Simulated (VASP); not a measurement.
Write the native input for VASP 6.6.1 that does the following.

```yaml
Task: single point
Functional: LDA
Potentials_or_basis: VASP PAW LDA potentials, release 64 (Se)
Cutoff: 520 eV
k_mesh: 12 × 12 × 9
Occupations: fermi-dirac, width 0.1 eV
Spin: no spin polarisation
Dipole_correction: no
Further_INCAR_settings: ALGO = Normal; EDIFF = 1e-07; NBANDS = 13
```

The structure of Se lies in POSCAR:

```
Se
1.0
    3.4348571674      0.0000000000      0.0000000000
   -1.7174285837      2.9746735653      0.0000000000
    0.0000000000      0.0000000000      3.7091196786
Se
2
Direct
    0.3333333333      0.6666666667      0.2500000000
    0.6666666667      0.3333333333      0.7500000000
```

This isn't the form of Se at room conditions, which is trigonal, of chains.

The input as run:

INCAR

```
PREC     = Accurate       # precision mode
ENCUT    = 520            # plane-wave cutoff, eV
EDIFF    = 1E-7           # SCF threshold, eV
ISMEAR   = -1             # smearing method
SIGMA    = 0.1            # smearing width, eV
LREAL    = False          # projectors in reciprocal space
LASPH    = True           # aspherical terms in the spheres
NELM     = 80             # most SCF steps
ALGO     = Normal         # electronic algorithm
ISIF     = 2              # what is computed and relaxed
LWAVE    = False          # write WAVECAR
LCHARG   = False          # write CHGCAR
NBANDS   = 13             # bands
```

KPOINTS

```
regular mesh
0
Gamma
  12 12 9
```

Potentials or basis: VASP PAW LDA potentials, release 64 (Se).

Launch:

```bash
$ cat potpaw_LDA.64/Se/POTCAR > POTCAR
$ mpirun -np 1 vasp_std > vasp.out
```

It gave:

```json
{
 "Pressure": "8.3 GPa",
 "Band gap on the k mesh": "zero (bands 6 and 7 overlap by 2.80 eV)"
}
```

Caveat: the cell stands under pressure.

It took 22 s on 1 thread of Intel(R) Xeon(R) Platinum 8559C (Emerald Rapids), on a shared host, peak memory 0.16 GiB.
